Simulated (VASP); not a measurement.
# HfSi2O6 (C2) in VASP: notebook

The runs below take HfSi2O6 through density of states, with PBE, PBEsol.

Everything below comes from runs of VASP 6.6.1. Logs are shortened: lines on timing, memory, paths and dates and some standing lists are left out, and cuts for length are marked.

## Step 1: The cell of the first run

The structure is monoclinic, space group C2 (No. 5). The conventional cell has a = 9.911 Å, b = 5.008 Å, c = 5.881 Å, α = 90.00°, β = 91.78°, γ = 90.00°. Within 2.6 Å of Hf (site symmetry 2) lie 4 O at 1.94 to 1.96 Å. Si (site symmetry 1) has 4 O at 1.63 to 1.64 Å within 2.2 Å. Within 2.2 Å of O (site symmetry 1) lie 1 Si at 1.63 Å and 1 Hf at 1.94 Å. Within 2.2 Å of O (site symmetry 1) lie 2 Si at 1.64 Å. Within 2.2 Å of O (site symmetry 1) lie 1 Si at 1.63 Å and 1 Hf at 1.96 Å.

## Step 2: Density of states, PBE

Input file POSCAR:

```
HfSi2O6
1.0
    4.9552861056     -2.5039018922      0.0119860309
    4.9552861056      2.5039018922      0.0119860309
   -0.1969079265      0.0000000000      5.8779327054
Hf Si O
1 2 6
Direct
    0.4589866766      0.5410133234      0.5000000000
    0.0149398157      0.4789891477      0.8448454382
    0.5210108523      0.9850601843      0.1551545618
    0.5715128283      0.2075894227      0.2975084110
    0.8474158012      0.6922582288      0.0693529474
    0.7924105773      0.4284871717      0.7024915890
    0.3716540469      0.8740027133      0.3172370070
    0.3077417712      0.1525841988      0.9306470526
    0.1259972867      0.6283459531      0.6827629930
```

Input file INCAR.step1:

```
PREC     = Accurate       # precision mode
ENCUT    = 520            # plane-wave cutoff, eV
EDIFF    = 1E-7           # SCF threshold, eV
ISMEAR   = 0              # smearing method
SIGMA    = 0.02           # smearing width, eV
LREAL    = False          # projectors in reciprocal space
LASPH    = True           # aspherical terms in the spheres
NELM     = 60             # most SCF steps
ALGO     = Normal         # electronic algorithm
ISIF     = 2              # what is computed and relaxed
LWAVE    = False          # write WAVECAR
LCHARG   = True           # write CHGCAR
LMAXMIX  = 4              # l up to which the mixer works
GGA      = PE             # functional
NBANDS   = 37             # bands
```

Input file KPOINTS.step1:

```
Automatic mesh
0
Gamma
  6 6 4
```

Input file INCAR.step2:

```
PREC     = Accurate       # precision mode
ENCUT    = 520            # plane-wave cutoff, eV
EDIFF    = 1E-7           # SCF threshold, eV
ISMEAR   = -5             # smearing method
SIGMA    = 0.02           # smearing width, eV
LREAL    = False          # projectors in reciprocal space
LASPH    = True           # aspherical terms in the spheres
NELM     = 60             # most SCF steps
ALGO     = Normal         # electronic algorithm
ISIF     = 2              # what is computed and relaxed
LWAVE    = False          # write WAVECAR
LCHARG   = False          # write CHGCAR
LMAXMIX  = 4              # l up to which the mixer works
GGA      = PE             # functional
LORBIT   = 11             # projections on sites
NEDOS    = 1001           # points of the DOS
ICHARG   = 11             # starting density
```

Input file KPOINTS.step2:

```
Automatic mesh
0
Gamma
  9 9 6
```

Potentials or basis: VASP PAW PBE potentials, release 64 (Hf_pv, Si, O).

On the command line:

```console
$ cat potpaw_PBE.64/Hf_pv/POTCAR potpaw_PBE.64/Si/POTCAR potpaw_PBE.64/O/POTCAR > POTCAR
$ cp INCAR.step1 INCAR
$ cp KPOINTS.step1 KPOINTS
$ mpirun -np 1 vasp_std > vasp.out
$ cp INCAR.step2 INCAR
$ cp KPOINTS.step2 KPOINTS
$ mpirun -np 1 vasp_std > vasp.out
```

OUTCAR:

```text
PREC = Accurate
   ENCUT = 520
   EDIFF = 1E-7
   ISMEAR = -5
   LREAL = False
   LASPH = True
   NELM = 60
   ISIF = 2
   GGA = PE
   LORBIT = 11
   ICHARG = 11

 ion  position               nearest neighbor table
   1  0.459  0.541  0.500-   4 1.94   6 1.94   7 1.96   9 1.96   3 3.41   2 3.41   2 3.49   3 3.49

   2  0.015  0.479  0.845-   6 1.63   9 1.63   5 1.64   8 1.64   3 3.10   3 3.10   1 3.41   1 3.49

   3  0.521  0.985  0.155-   4 1.63   7 1.63   8 1.64   5 1.64   2 3.10   2 3.10   1 3.41   1 3.49

   4  0.572  0.208  0.298-   3 1.63   1 1.94
   5  0.847  0.692  0.069-   2 1.64   3 1.64
   6  0.792  0.428  0.702-   2 1.63   1 1.94
   7  0.372  0.874  0.317-   3 1.63   1 1.96
   8  0.308  0.153  0.931-   3 1.64   2 1.64
   9  0.126  0.628  0.683-   2 1.63   1 1.96

  LATTYP: Found a base centered monoclinic cell.
 ALAT       =     9.9106012034
 B/A-ratio  =     0.5052976789
 C/A-ratio  =     0.5934281705
 COS(beta)  =    -0.0310631672

  Lattice vectors:

 A1 = (   4.9552861056,  -2.5039018922,   0.0119860309)
 A2 = (   4.9552861056,   2.5039018922,   0.0119860309)
 A3 = (  -0.1969079265,   0.0000000000,   5.8779327054)

Analysis of symmetry for initial positions (statically):
=====================================================================
 Subroutine PRICEL returns:
 Original cell was already a primitive cell.

 Routine SETGRP: Setting up the symmetry group for a
 base centered monoclinic supercell.

 Subroutine GETGRP returns: Found  2 space group operations
 (whereof  2 operations were pure point group operations)
 out of a pool of  4 trial point group operations.

The static configuration has the point symmetry C_2 .

Analysis of symmetry for dynamics (positions and initial velocities):
=====================================================================
 Subroutine PRICEL returns:
 Original cell was already a primitive cell.

 Routine SETGRP: Setting up the symmetry group for a
 base centered monoclinic supercell.

 Subroutine GETGRP returns: Found  2 space group operations
 (whereof  2 operations were pure point group operations)
 out of a pool of  4 trial point group operations.

The dynamic configuration has the point symmetry C_2 .

 Subroutine INISYM returns: Found  2 space group operations
 (whereof  2 operations are pure point group operations),
 and found     1 'primitive' translations

----------------------------------------------------------------------------------------

                                     Primitive cell

  volume of cell :     145.8733

  direct lattice vectors                    reciprocal lattice vectors
     4.955286106 -2.503901892  0.011986031     0.100894172 -0.199688335  0.003379906
     4.955286106  2.503901892  0.011986031     0.100894172  0.199688335  0.003379906
    -0.196907926  0.000000000  5.877932705    -0.000411478  0.000000000  0.170114057

  length of vectors
     5.551984216  5.551984216  5.881229941     0.223755422  0.223755422  0.170114554

  position of ions in fractional coordinates (direct lattice)
     0.458986677  0.541013323  0.500000000
     0.014939816  0.478989148  0.844845438
     0.521010852  0.985060184  0.155154562
     0.571512828  0.207589423  0.297508411
     0.847415801  0.692258229  0.069352947
     0.792410577  0.428487172  0.702491589
     0.371654047  0.874002713  0.317237007
     0.307741771  0.152584199  0.930647053
     0.125997287  0.628345953  0.682762993

  ion indices of the primitive-cell ions
   primitive index   ion index
                 1           1
                 2           2
                 3           3
                 4           4
                 5           5
                 6           6
                 7           7
                 8           8
                 9           9

----------------------------------------------------------------------------------------

 KPOINTS: Automatic mesh

Automatic generation of k-mesh.
 Grid dimensions read from file:
 generate k-points for:    9    9    6

 Generating k-lattice:

  Cartesian coordinates                     Fractional coordinates (reciprocal lattice)
     0.011210464 -0.022187593  0.000375545     0.111111111  0.000000000  0.000000000
     0.011210464  0.022187593  0.000375545     0.000000000  0.111111111  0.000000000
    -0.000068580  0.000000000  0.028352343     0.000000000  0.000000000  0.166666667

  Length of vectors
     0.024861714  0.024861714  0.028352426

  Shift w.r.t. Gamma in fractional coordinates (k-lattice)
     0.000000000  0.000000000  0.000000000

 TETIRR: Found    729 inequivalent tetrahedra from     2916

 Subroutine IBZKPT returns following result:
 ===========================================

 Found    140 irreducible k-points:

 Following reciprocal coordinates:
            Coordinates               Weight
  0.000000  0.000000  0.000000      1.000000
  0.111111  0.000000  0.000000      4.000000
  0.222222  0.000000  0.000000      4.000000
  0.333333 -0.000000 -0.000000      4.000000
  0.444444  0.000000  0.000000      4.000000
  0.111111  0.111111  0.000000      2.000000
[... 16 lines left out ...]
 -0.333333  0.333333  0.000000      2.000000
  0.444444  0.444444  0.000000      2.000000
 [... further k-points ...]
   k-points           NKPTS =    140   k-points in BZ     NKDIM =    140   number of bands    NBANDS=     32
   number of dos      NEDOS =   1001   number of ions     NIONS =      9
   total plane-waves  NPLWV =  84672
   dimension x,y,z NGX =    42 NGY =   42 NGZ =   48
   dimension x,y,z NGXF=    84 NGYF=   84 NGZF=   96
   ions per type =               1   2   6
   NGX,Y,Z   is equivalent  to a cutoff of  12.58, 12.58, 13.57 a.u.
   NGXF,Y,Z  is equivalent  to a cutoff of  25.15, 25.15, 27.14 a.u.
 SYSTEM =  unknown system
   PREC   = accura    normal or accurate (medium, high low for compatibility)
   ISTART =      0    job   : 0-new  1-cont  2-samecut
   ICHARG =     11    charge: 1-file 2-atom 10-const
   ISPIN  =      1    spin polarized calculation?
   LNONCOLLINEAR =      F non collinear calculations
   LSORBIT =      F    spin-orbit coupling
   LASPH  =      T    aspherical Exc in radial PAW
   ENCUT  =  520.0 eV  38.22 Ry    6.18 a.u.  10.32 10.32 10.94*2*pi/ulx,y,z
   NELM   =     60;   NELMIN=  2; NELMDL=  0     # of ELM steps
   EDIFF  = 0.1E-06   stopping-criterion for ELM
   LREAL  =      F    real-space projection
   EDIFFG = 0.1E-05   stopping-criterion for IOM
   NSW    =      0    number of steps for IOM
   IBRION =     -1    ionic relax: 0-MD 1-quasi-New 2-CG
   NFREE  =      0    steps in history (QN), initial steepest desc. (CG)
   ISIF   =      2    stress and relaxation
   ISYM   =      2    0-nonsym 1-usesym 2-fastsym
   POTIM  = 0.5000    time-step for ionic-motion
   TEBEG  =    0.0;   TEEND  =   0.0 temperature during run
   PSTRESS=    0.0 pullay stress
   NELECT =      54.0000    total number of electrons
   NUPDOWN=      -1.0000    fix difference up-down
   EMIN   =  10.00;   EMAX   =-10.00  energy-range for DOS
   EFERMI =   0.00;   METHOD = LEGACY
   ISMEAR =    -5;   SIGMA  =   0.02  broadening in eV -4-tet -1-fermi 0-gaus
   EFERMI_NEDOS =   21; number of points for ismear=-14 and -15
   IALGO  =     38    algorithm
   IMIX   =      4    mixing-type and parameters
     AMIX     =   0.40;   BMIX     =  1.00
     AMIX_MAG =   1.60;   BMIX_MAG =  1.00
  volume/ion in A,a.u.               =      16.21       109.38
  Fermi-wavevector in a.u.,A,eV,Ry     =   1.175477  2.221329 18.799798  1.381746
  Thomas-Fermi vector in A             =   2.311857
   LORBIT       =     11    0 simple, 1 ext, 2 COOP (PROOUT), +10 PAW based schemes
   GGA     = PE    functional components
   LHFCALC =     F    Hartree Fock is set to
   AEXX    =    0.0000 exact exchange contribution
   IVDW    =     0    specifies the selected vdW correction
   LEPSILON=     F    determine dielectric tensor
   LRPA    =     F    only Hartree local field effects (RPA)
 non-spin polarized calculation
 Fermi weights with tetrahedron method with Bloechl corrections
  energy-cutoff  :      520.00
  volume of cell :      145.87
 maximum number of plane-waves:      3947
 NGX is ok and might be reduce to    42

 number of electron      54.0000005 magnetization

 Free energy of the ion-electron system (eV)
  ---------------------------------------------------
  ext. energy  EPLUGINS =         0.00000000
  ---------------------------------------------------
  free energy    TOTEN  =       -77.29202639 eV

  energy without entropy =      -77.29202639  energy(sigma->0) =      -77.29202639

 E-fermi :  -0.4731     XC(G=0):  -8.3704

 val. band max:       -0.4768692760   @ k =   0.0000   0.0000   0.5000
 cond. band min:       4.5530124286   @ k =   0.0000   0.0000   0.0000
 fundamental gap:      5.0298817046
 Fermi energy:        -0.4731016055

 k-point     1 :       0.0000    0.0000    0.0000
  band No.  band energies     occupation
      1     -29.3804      2.00000
      2     -29.3368      2.00000
      3     -29.3085      2.00000
      4     -19.2163      2.00000
      5     -17.7292      2.00000
      6     -17.4714      2.00000
[... 24 lines left out ...]
     31       6.5069      0.00000
     32       6.9753      0.00000

 k-point     2 :       0.1111    0.0000    0.0000
  band No.  band energies     occupation
      1     -29.3807      2.00000
      2     -29.3368      2.00000
      3     -29.3085      2.00000
      4     -19.1830      2.00000
      5     -17.8297      2.00000
      6     -17.4072      2.00000
[... 762 lines left out ...]
 k-point    24 :       0.4444    0.4444    0.0000
  band No.  band energies     occupation
      1     -29.3815      2.00000
      2     -29.3364      2.00000
      3     -29.3104      2.00000
      4     -19.1474      2.00000
      5     -17.7312      2.00000
      6     -17.5113      2.00000
[... 24 lines left out ...]
     31       6.5260      0.00000
     32       6.6421      0.00000

 [... further k-points ...]
[... 5 lines left out ...]
  --------------------------------------------------------------------------------------
  -------------------------------------------------------------------------------------
  Total       -0.3317947     -0.3615669     -0.3587536      0.0000000      0.0000000     -0.0048154
  in kB       -3.6442165     -3.9712156     -3.9403156      0.0000000      0.0000000     -0.0528891
  external PRESSURE =      -3.8519159 kB  Pullay stress =       0.0000000 kB

 VOLUME and BASIS-vectors are now :
 -----------------------------------------------------------------------------
  energy-cutoff  :      520.00
  volume of cell :      145.87
      direct lattice vectors                 reciprocal lattice vectors
     4.955286106 -2.503901892  0.011986031     0.100894172 -0.199688335  0.003379906
     4.955286106  2.503901892  0.011986031     0.100894172  0.199688335  0.003379906
    -0.196907926  0.000000000  5.877932705    -0.000411478  0.000000000  0.170114057

 POSITION                                       TOTAL-FORCE (eV/Angst)
 -----------------------------------------------------------------------------------
      4.85683      0.20539      2.95095         0.000000     -0.011822      0.000000
      2.28120      1.16193      4.97186        -0.007998     -0.015019      0.008471
      7.43246      1.16193      0.93004         0.007998     -0.015019     -0.008471
      3.80209     -0.91123      1.75807         0.109449      0.110684      0.116309
      7.61587     -0.38850      0.42611        -0.003438     -0.000508     -0.000762
      5.91157     -0.91123      4.14383        -0.109449      0.110684     -0.116309
      6.11012      1.25783      1.87963        -0.125626     -0.089246      0.105145
      2.09780     -0.38850      5.47580         0.003438     -0.000508      0.000762
      3.60355      1.25783      4.02228         0.125626     -0.089246     -0.105145
 -----------------------------------------------------------------------------------
    total drift:                                0.000000     -0.000004      0.000000

  FREE ENERGIE OF THE ION-ELECTRON SYSTEM (eV)
  ---------------------------------------------------
  free  energy   TOTEN  =       -77.2920263914 eV

  energy  without entropy=      -77.2920263914  energy(sigma->0) =      -77.29202639

 total charge

# of ion       s       p       d       tot
------------------------------------------
    1        0.341   6.637   1.661   8.638
    2        0.645   0.976   0.000   1.621
    3        0.645   0.976   0.000   1.621
    4        1.556   3.605   0.000   5.161
    5        1.549   3.671   0.000   5.219
    6        1.556   3.605   0.000   5.161
    7        1.558   3.596   0.000   5.154
    8        1.549   3.671   0.000   5.219
    9        1.558   3.596   0.000   5.154
--------------------------------------------------
tot         10.957  30.331   1.661  42.948
```

Run time: 9.4 min. Hardware: 1 thread of Intel Xeon Platinum 8375C at 2.90GHz (Ice Lake), shared host; peak memory 0.67 GiB.

Results:

```yaml
Valence_electrons_inside_the_program's_atomic_spheres: Hf 8.64; Si 1.62; O 5.16, 5.22, 5.15
```

Levels at points of the mesh, in eV from the valence-band top:
```tsv
k point	band 23	band 24	band 25	band 26	band 27	band 28	band 29	band 30	band 31	band 32
(0.00, 0.00, 0.00)	-0.96	-0.80	-0.57	-0.28	-0.26	5.03	6.34	6.42	6.98	7.45
(0.00, 0.00, 0.50)	-1.20	-0.79	-0.60	-0.06	0.00	6.14	6.35	6.86	6.93	7.19
```

Caveat: spin-orbit coupling is left out, which moves the levels of the heavy elements.

## Step 3: Density of states, PBEsol

POSCAR is that of step 2.

Input file INCAR.step1:

```
PREC = Accurate
ENCUT = 520
EDIFF = 1E-7
ISMEAR = 0
SIGMA = 0.02
LREAL = False
LASPH = True
NELM = 80
ALGO = Normal
ISIF = 2
LWAVE = False
LCHARG = True
LMAXMIX = 4
GGA = PS
NBANDS = 37
```

Input file KPOINTS.step1:

```
regular mesh
0
Gamma
  6 6 4
```

Input file INCAR.step2:

```
PREC = Accurate
ENCUT = 520
EDIFF = 1E-7
ISMEAR = -5
SIGMA = 0.02
LREAL = False
LASPH = True
NELM = 80
ALGO = Normal
ISIF = 2
LWAVE = False
LCHARG = False
LMAXMIX = 4
GGA = PS
LORBIT = 11
NBANDS = 37
NEDOS = 2001
ICHARG = 11
```

Input file KPOINTS.step2:

```
regular mesh
0
Gamma
  9 9 6
```

Potentials or basis: VASP PAW PBE potentials, release 64 (Hf_pv, Si, O).

On the command line:

```console
$ cat potpaw_PBE.64/Hf_pv/POTCAR potpaw_PBE.64/Si/POTCAR potpaw_PBE.64/O/POTCAR > POTCAR
$ cp INCAR.step1 INCAR
$ cp KPOINTS.step1 KPOINTS
$ mpirun -np 1 vasp_std > vasp.out
$ cp INCAR.step2 INCAR
$ cp KPOINTS.step2 KPOINTS
$ mpirun -np 1 vasp_std > vasp.out
```

Run time: 10 min. Hardware: 1 thread of Intel Xeon Platinum 8375C at 2.90GHz (Ice Lake), shared host; peak memory 0.71 GiB.

Results (log left out):

```yaml
Valence_electrons_inside_the_program's_atomic_spheres: Hf 8.67; Si 1.63; O 5.14, 5.20, 5.13
```

Levels at points of the mesh, in eV from the valence-band top:
```
           k point  band 23  band 24  band 25  band 26  band 27  band 28  band 29  band 30  band 31  band 32
(0.00, 0.00, 0.00)    -0.97    -0.81    -0.57    -0.28    -0.26     4.95     6.27     6.36     6.91     7.33
(0.00, 0.00, 0.50)    -1.21    -0.81    -0.60    -0.06     0.00     6.06     6.28     6.78     6.85     7.13
```

Caveat: the PAW data sets were made with another functional, which shifts forces and pressure a little; spin-orbit coupling is left out, which moves the levels of the heavy elements.
